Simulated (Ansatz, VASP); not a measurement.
**Ag: VASP beside Ansatz**

```
CELL_PARAMETERS angstrom
2.86695 0.00000 0.00000
0.00000 4.05448 0.00000
0.00000 0.00000 20.30040
ATOMIC_POSITIONS crystal
Ag 0.25000 0.25000 0.39907
Ag 0.75000 0.75000 0.46163
Ag 0.25000 0.25000 0.53837
Ag 0.75000 0.75000 0.60093
```

Alike in both runs: functional PBEsol; k mesh 14 × 10 × 1; occupations fermi-dirac, width 0.05 eV; no spin polarisation.

Ansatz relaxed the structure, and its values are those at the end. VASP's run is a single point on that final structure, the one shown.

|  | VASP | Ansatz |
| --- | --- | --- |
| version | VASP 6.6.1 | Ansatz 0.2.0 |
| potentials or method | VASP PAW PBE potentials, release 64 (Ag) | PAW with Ansatz's default frozen-core files, scalar-relativistic |
| plane-wave cutoff (eV) | 520 | 420 |
| valence electrons in the cell | 44 | 76 |

Ansatz gave:

- rms of the force components (eV/Å): 0.000

Question: Which values does VASP return?

Answer: rms of the force components (eV/Å): 0.004.

VASP's potentials were made for PBE, not for PBEsol. VASP's potentials hold 44 valence electrons a cell and Ansatz's 76, so a difference there can come from the potentials and not from the codes. Ansatz's warnings: stress scf threshold loose, xc potential rough in thin density.
